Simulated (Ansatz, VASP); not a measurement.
One calculation of Sb, two programs

File INCAR:

```
SYSTEM = Sb
PREC = Accurate
ENCUT = 520
EDIFF = 1E-7
ISMEAR = -1
SIGMA = 0.05
LREAL = .False.
LASPH = .True.
NELM = 60
ALGO = Normal
ISIF = 2
LWAVE = .False.
LCHARG = .True.
GGA = RP
LELF = .True.
LVHAR = .True.
NBANDS = 8
```

Contents of KPOINTS:

```
regular mesh
0
Gamma
  12 12 12
  0 0 0
```

File POSCAR:

```
Sb
1.0
   -1.5765401831      1.5765401831      2.7119384313
    1.5765401831     -1.5765401831      2.7119384313
    1.5765401831      1.5765401831     -2.7119384313
Sb
1
Direct
    0.0000000000      0.0000000000      0.0000000000
```

input.yaml

```yaml
crystal:
  lattice:
    - [-1.5765401831, 1.5765401831, 2.7119384313]
    - [1.5765401831, -1.5765401831, 2.7119384313]
    - [1.5765401831, 1.5765401831, -2.7119384313]
  atoms:
    - { symbol: Sb, position: [0.0, 0.0, 0.0] }
hamiltonian:
  xc: rpbe
  pseudopotentials: { kind: paw }
kpoints:
  mp_grid: { grid: [12, 12, 12] }
  band_path:
    path:
      - [[0.0, 0.0, 0.0], [0.0, 0.0, 0.5], [-0.1689742169, 0.1689742169, 0.5], [-0.3344871084, 0.3344871084, 0.3344871084], [0.0, 0.0, 0.0], [0.5, 0.5, -0.5], [0.3344871084, 0.6655128916, -0.3344871084], [0.0, 0.5, 0.0], [0.25, 0.25, 0.25], [0.5, 0.5, -0.1689742169], [0.5, 0.5, -0.5]]
      - [[0.0, 0.0, 0.5], [0.25, 0.25, 0.25]]
    npoints: 14
scf:
  occupations: { method: fermi_dirac, width: 0.05 }
  n_extra_bands: 6
output:
  forces: true
  stress: true
  eigenvalues: true
  fatbands: false
```

Alike in both runs: functional RPBE; k mesh 12 × 12 × 12; occupations fermi-dirac, width 0.05 eV; no spin polarisation.

```csv
,VASP,Ansatz
version,VASP 6.6.1,Ansatz 0.2.0
potentials or method,"VASP PAW PBE potentials, release 64 (Sb)",Ansatz PAW
plane-wave cutoff (eV),520,420
valence electrons in the cell,5,15
task,single point,band structure
```

Ansatz gave:

```
gap on the k mesh at the Fermi level (eV)                     : none
pressure (GPa)                                                : 3.1
traceless stress, the component that is largest in VASP (GPa) : -0.63
```

**Question.** What did VASP give for the same quantities?

**Answer.** gap on the k mesh at the Fermi level (eV): none; pressure (GPa): 2.9; traceless stress, the component that is largest in VASP (GPa): -0.64.

VASP's potentials were made for PBE, not for RPBE. A gap of «none» marks a metal or a gap that the smearing closes. VASP's potentials hold 5 valence electrons a cell and Ansatz's 15, so a difference there can come from the potentials and not from the codes.

Spin-orbit coupling is off throughout.
